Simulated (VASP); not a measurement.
# NaY3 (Fm-3m) in VASP: single point with PBEsol

Aim: the single point of NaY3 with PBEsol.

All numbers are computed with VASP 6.6.1; they aren't measurements. Logs are shortened: lines on timing, memory, paths and dates and some standing lists are left out, and cuts for length are marked.

## Step 1: The cell of the first run

The structure is cubic, space group Fm-3m (No. 225). The conventional cell has a = 8.042 Å, b = 8.042 Å, c = 8.042 Å, α = 90.00°, β = 90.00°, γ = 90.00°. Within 4.6 Å of Na (site symmetry m-3m) lie 14 Y at 3.48 to 4.02 Å. Y (site symmetry -43m) has 4 Na at 3.48 Å and 10 Y at 3.48 to 4.02 Å within 4.6 Å. Within 4.6 Å of Y (site symmetry m-3m) lie 8 Y at 3.48 Å and 6 Na at 4.02 Å.

## Step 2: Single point, PBEsol (Li replaced by Na, lengths x 1.033, strained)

INCAR reads:

```
SYSTEM = NaY3
ALGO = Normal
EDIFF = 1E-6
ENCUT = 520
GGA = PS
ISIF = 2
ISMEAR = 0
LASPH = .True.
LCHARG = .False.
LREAL = .False.
LWAVE = .False.
NBANDS = 28
NELM = 100
PREC = Accurate
SIGMA = 0.1
```

KPOINTS reads:

```
k-points
0
Gamma
  10 10 10
  0 0 0
```

POSCAR reads:

```
NaY3
1.0
    0.0000000000      4.0207961322      4.0207961322
    4.0207961322      0.0000000000      4.0207961322
    4.0207961322      4.0207961322      0.0000000000
Na Y
1 3
Direct
    0.0000000000      0.0000000000      0.0000000000
    0.2500000000      0.2500000000      0.2500000000
    0.7500000000      0.7500000000      0.7500000000
    0.5000000000      0.5000000000      0.5000000000
```

Potentials or basis: VASP PAW PBE potentials, release 64 (Na_pv, Y_sv).

The run is started by

```bash
cat potpaw_PBE.64/Na_pv/POTCAR potpaw_PBE.64/Y_sv/POTCAR > POTCAR
mpirun -np 1 vasp_std > vasp.out
```

OUTCAR:

```text
SYSTEM = NaY3
   EDIFF = 1E-6
   ENCUT = 520
   GGA = PS
   ISIF = 2
   ISMEAR = 0
   LASPH = .True.
   LREAL = .False.
   NELM = 100
   PREC = Accurate

 ion  position               nearest neighbor table
   1  0.000  0.000  0.000-   3 3.48   3 3.48   3 3.48   2 3.48   2 3.48   2 3.48   3 3.48   2 3.48

   2  0.250  0.250  0.250-   1 3.48   1 3.48   1 3.48   4 3.48   4 3.48   4 3.48   4 3.48   1 3.48
                             3 4.02   3 4.02   3 4.02   3 4.02   3 4.02   3 4.02
   3  0.750  0.750  0.750-   4 3.48   4 3.48   4 3.48   1 3.48   1 3.48   1 3.48   4 3.48   1 3.48
                             2 4.02   2 4.02   2 4.02   2 4.02   2 4.02   2 4.02
   4  0.500  0.500  0.500-   2 3.48   2 3.48   2 3.48   3 3.48   3 3.48   3 3.48   3 3.48   2 3.48

  LATTYP: Found a face centered cubic cell.
 ALAT       =     8.0415922644

  Lattice vectors:

 A1 = (   0.0000000000,   4.0207961322,   4.0207961322)
 A2 = (   4.0207961322,   0.0000000000,   4.0207961322)
 A3 = (   4.0207961322,   4.0207961322,   0.0000000000)

Analysis of symmetry for initial positions (statically):
=====================================================================
 Subroutine PRICEL returns:
 Original cell was already a primitive cell.

 Routine SETGRP: Setting up the symmetry group for a
 face centered cubic supercell.

 Subroutine GETGRP returns: Found 48 space group operations
 (whereof 48 operations were pure point group operations)
 out of a pool of 48 trial point group operations.

The static configuration has the point symmetry O_h .

Analysis of symmetry for dynamics (positions and initial velocities):
=====================================================================
 Subroutine PRICEL returns:
 Original cell was already a primitive cell.

 Routine SETGRP: Setting up the symmetry group for a
 face centered cubic supercell.

 Subroutine GETGRP returns: Found 48 space group operations
 (whereof 48 operations were pure point group operations)
 out of a pool of 48 trial point group operations.

The dynamic configuration has the point symmetry O_h .

 Subroutine INISYM returns: Found 48 space group operations
 (whereof 48 operations are pure point group operations),
 and found     1 'primitive' translations

----------------------------------------------------------------------------------------

                                     Primitive cell

  volume of cell :     130.0068

  direct lattice vectors                    reciprocal lattice vectors
     0.000000000  4.020796132  4.020796132    -0.124353482  0.124353482  0.124353482
     4.020796132  0.000000000  4.020796132     0.124353482 -0.124353482  0.124353482
     4.020796132  4.020796132  0.000000000     0.124353482  0.124353482 -0.124353482

  length of vectors
     5.686264422  5.686264422  5.686264422     0.215386549  0.215386549  0.215386549

  position of ions in fractional coordinates (direct lattice)
     0.000000000  0.000000000  0.000000000
     0.250000000  0.250000000  0.250000000
     0.750000000  0.750000000  0.750000000
     0.500000000  0.500000000  0.500000000

  ion indices of the primitive-cell ions
   primitive index   ion index
                 1           1
                 2           2
                 3           3
                 4           4

----------------------------------------------------------------------------------------

 KPOINTS: k-points

Automatic generation of k-mesh.
 Grid dimensions read from file:
 generate k-points for:   10   10   10

 Generating k-lattice:

  Cartesian coordinates                     Fractional coordinates (reciprocal lattice)
    -0.012435348  0.012435348  0.012435348     0.100000000  0.000000000  0.000000000
     0.012435348 -0.012435348  0.012435348     0.000000000  0.100000000  0.000000000
     0.012435348  0.012435348 -0.012435348     0.000000000  0.000000000  0.100000000

  Length of vectors
     0.021538655  0.021538655  0.021538655

  Shift w.r.t. Gamma in fractional coordinates (k-lattice)
     0.000000000  0.000000000  0.000000000

 Subroutine IBZKPT returns following result:
 ===========================================

 Found     47 irreducible k-points:

 Following reciprocal coordinates:
            Coordinates               Weight
  0.000000  0.000000  0.000000      1.000000
  0.100000  0.000000  0.000000      8.000000
  0.200000  0.000000  0.000000      8.000000
  0.300000  0.000000  0.000000      8.000000
  0.400000  0.000000  0.000000      8.000000
  0.500000  0.000000  0.000000      4.000000
[... 16 lines left out ...]
  0.300000  0.300000  0.000000      6.000000
  0.400000  0.300000  0.000000     24.000000
 [... further k-points ...]
   k-points           NKPTS =     47   k-points in BZ     NKDIM =     47   number of bands    NBANDS=     28
   number of dos      NEDOS =    301   number of ions     NIONS =      4
   total plane-waves  NPLWV =  74088
   dimension x,y,z NGX =    42 NGY =   42 NGZ =   42
   dimension x,y,z NGXF=    84 NGYF=   84 NGZF=   84
   ions per type =               1   3
   NGX,Y,Z   is equivalent  to a cutoff of  12.28, 12.28, 12.28 a.u.
   NGXF,Y,Z  is equivalent  to a cutoff of  24.56, 24.56, 24.56 a.u.
 SYSTEM =  NaY3
   PREC   = accura    normal or accurate (medium, high low for compatibility)
   ISTART =      0    job   : 0-new  1-cont  2-samecut
   ICHARG =      2    charge: 1-file 2-atom 10-const
   ISPIN  =      1    spin polarized calculation?
   LNONCOLLINEAR =      F non collinear calculations
   LSORBIT =      F    spin-orbit coupling
   LASPH  =      T    aspherical Exc in radial PAW
   ENCUT  =  520.0 eV  38.22 Ry    6.18 a.u.  10.57 10.57 10.57*2*pi/ulx,y,z
   NELM   =    100;   NELMIN=  2; NELMDL= -5     # of ELM steps
   EDIFF  = 0.1E-05   stopping-criterion for ELM
   LREAL  =      F    real-space projection
   EDIFFG = 0.1E-04   stopping-criterion for IOM
   NSW    =      0    number of steps for IOM
   IBRION =     -1    ionic relax: 0-MD 1-quasi-New 2-CG
   NFREE  =      0    steps in history (QN), initial steepest desc. (CG)
   ISIF   =      2    stress and relaxation
   ISYM   =      2    0-nonsym 1-usesym 2-fastsym
   POTIM  = 0.5000    time-step for ionic-motion
   TEBEG  =    0.0;   TEEND  =   0.0 temperature during run
   PSTRESS=    0.0 pullay stress
   NELECT =      40.0000    total number of electrons
   NUPDOWN=      -1.0000    fix difference up-down
   EMIN   =  10.00;   EMAX   =-10.00  energy-range for DOS
   EFERMI =   0.00;   METHOD = LEGACY
   ISMEAR =     0;   SIGMA  =   0.10  broadening in eV -4-tet -1-fermi 0-gaus
   EFERMI_NEDOS =   21; number of points for ismear=-14 and -15
   IALGO  =     38    algorithm
   IMIX   =      4    mixing-type and parameters
     AMIX     =   0.40;   BMIX     =  1.00
     AMIX_MAG =   1.60;   BMIX_MAG =  1.00
  volume/ion in A,a.u.               =      32.50       219.33
  Fermi-wavevector in a.u.,A,eV,Ry     =   1.105196  2.088518 16.618958  1.221459
  Thomas-Fermi vector in A             =   2.241680
   LORBIT       =      0    0 simple, 1 ext, 2 COOP (PROOUT), +10 PAW based schemes
   GGA     = PS    functional components
   LHFCALC =     F    Hartree Fock is set to
   AEXX    =    0.0000 exact exchange contribution
   IVDW    =     0    specifies the selected vdW correction
   LEPSILON=     F    determine dielectric tensor
   LRPA    =     F    only Hartree local field effects (RPA)
 non-spin polarized calculation
 Gauss-broadening in eV      SIGMA  =   0.10
  energy-cutoff  :      520.00
  volume of cell :      130.01
 maximum number of plane-waves:      3526
   NGX = 21   NGY = 21   NGZ = 21

 number of electron      39.9999997 magnetization

 Free energy of the ion-electron system (eV)
  ---------------------------------------------------
  ext. energy  EPLUGINS =         0.00000000
  ---------------------------------------------------
  free energy    TOTEN  =       -20.54755076 eV

  energy without entropy =      -20.52029865  energy(sigma->0) =      -20.53392471

 E-fermi :   2.4406     XC(G=0):  -8.9811

 val. band max:        2.4315024694   @ k =   0.2000   0.0000   0.0000
 cond. band min:       2.4488393792   @ k =   0.3000   0.2000   0.1000
 fundamental gap:      0.0173369098
 Fermi energy:         2.4406164031

 k-point     1 :       0.0000    0.0000    0.0000
  band No.  band energies     occupation
      1     -40.6792      2.00000
      2     -40.6577      2.00000
      3     -40.4242      2.00000
      4     -21.0081      2.00000
      5     -21.0081      2.00000
      6     -21.0081      2.00000
[... 20 lines left out ...]
     27       5.4175      0.00000
     28       6.0923      0.00000

 k-point     2 :       0.1000    0.0000    0.0000
  band No.  band energies     occupation
      1     -40.6784      2.00000
      2     -40.6581      2.00000
      3     -40.4247      2.00000
      4     -21.0085      2.00000
      5     -21.0085      2.00000
      6     -21.0084      2.00000
[... 20 lines left out ...]
     27       5.2840      0.00000
     28       6.0523      0.00000

 k-point     3 :       0.2000    0.0000    0.0000
  band No.  band energies     occupation
      1     -40.6761      2.00000
      2     -40.6591      2.00000
      3     -40.4261      2.00000
      4     -21.0093      2.00000
      5     -21.0093      2.00000
      6     -21.0092      2.00000
[... 20 lines left out ...]
     27       4.9423      0.00000
     28       5.9931      0.00000

 k-point     4 :       0.3000    0.0000    0.0000
  band No.  band energies     occupation
      1     -40.6728      2.00000
      2     -40.6607      2.00000
      3     -40.4278      2.00000
      4     -21.0104      2.00000
      5     -21.0104      2.00000
      6     -21.0098      2.00000
[... 578 lines left out ...]
     27       4.7530      0.00000
     28       5.5093      0.00000

 k-point    23 :       0.3000    0.3000    0.0000
  band No.  band energies     occupation
      1     -40.6714      2.00000
      2     -40.6608      2.00000
      3     -40.4291      2.00000
      4     -21.0162      2.00000
      5     -21.0162      2.00000
      6     -21.0055      2.00000
[... 20 lines left out ...]
     27       4.8741      0.00000
     28       5.1491      0.00000

 k-point    24 :       0.4000    0.3000    0.0000
  band No.  band energies     occupation
      1     -40.6694      2.00000
      2     -40.6617      2.00000
      3     -40.4302      2.00000
      4     -21.0182      2.00000
      5     -21.0176      2.00000
      6     -21.0055      2.00000
[... 20 lines left out ...]
     27       4.8164      0.00000
     28       5.1151      0.00000

 [... further k-points ...]

------------------------ aborting loop because EDIFF is reached ----------------------------------------

  FORCE on cell =-STRESS in cart. coord.  units (eV):
  Direction    XX          YY          ZZ          XY          YZ          ZX
  --------------------------------------------------------------------------------------
  -------------------------------------------------------------------------------------
  Total       -1.3162816     -1.3162816     -1.3162816      0.0000000     -0.0000000      0.0000000
  in kB      -16.2215837    -16.2215837    -16.2215837      0.0000000     -0.0000000      0.0000000
  external PRESSURE =     -16.2215837 kB  Pullay stress =       0.0000000 kB

 VOLUME and BASIS-vectors are now :
 -----------------------------------------------------------------------------
  energy-cutoff  :      520.00
  volume of cell :      130.01
      direct lattice vectors                 reciprocal lattice vectors
     0.000000000  4.020796132  4.020796132    -0.124353482  0.124353482  0.124353482
     4.020796132  0.000000000  4.020796132     0.124353482 -0.124353482  0.124353482
     4.020796132  4.020796132  0.000000000     0.124353482  0.124353482 -0.124353482

 POSITION                                       TOTAL-FORCE (eV/Angst)
 -----------------------------------------------------------------------------------
      0.00000      0.00000      0.00000         0.000000      0.000000     -0.000000
      2.01040      2.01040      2.01040         0.000000      0.000000      0.000000
      6.03119      6.03119      6.03119        -0.000000     -0.000000     -0.000000
      4.02080      4.02080      4.02080         0.000000      0.000000     -0.000000
 -----------------------------------------------------------------------------------
    total drift:                               -0.000000     -0.000000      0.000000

  FREE ENERGIE OF THE ION-ELECTRON SYSTEM (eV)
  ---------------------------------------------------
  free  energy   TOTEN  =       -20.5475507593 eV

  energy  without entropy=      -20.5202986536  energy(sigma->0) =      -20.53392471
```

Run time: 1.9 min. Hardware: 1 thread of Intel Xeon 6975P-C (Granite Rapids), shared host; peak memory 0.35 GiB.

What came out:

```yaml
Free_energy: -20.5476 eV
Pressure: -1.6 GPa
Band_gap_on_the_k_mesh: zero (bands 20 and 21 overlap by 0.63 eV)
```

Levels at points of the mesh, in eV from the Fermi level:
| k point | band 16 | band 17 | band 18 | band 19 | band 20 | band 21 | band 22 | band 23 | band 24 | band 25 |
| --- | --- | --- | --- | --- | --- | --- | --- | --- | --- | --- |
| (0.00, 0.00, 0.00) | -4.58 | -0.88 | -0.88 | -0.29 | -0.29 | -0.29 | 0.36 | 0.36 | 0.36 | 2.98 |
| (0.50, 0.00, 0.00) | -2.81 | -2.29 | -0.52 | -0.52 | -0.13 | 0.22 | 0.22 | 0.36 | 0.36 | 1.16 |
| (0.50, 0.50, 0.00) | -2.26 | -1.79 | -1.61 | -1.47 | 0.34 | 0.41 | 0.41 | 0.73 | 0.73 | 1.52 |

Caveat: the cell differs from its parent crystal (Li replaced by Na, lengths x 1.033, strained); the PAW data sets were made with another functional, which shifts forces and pressure a little.
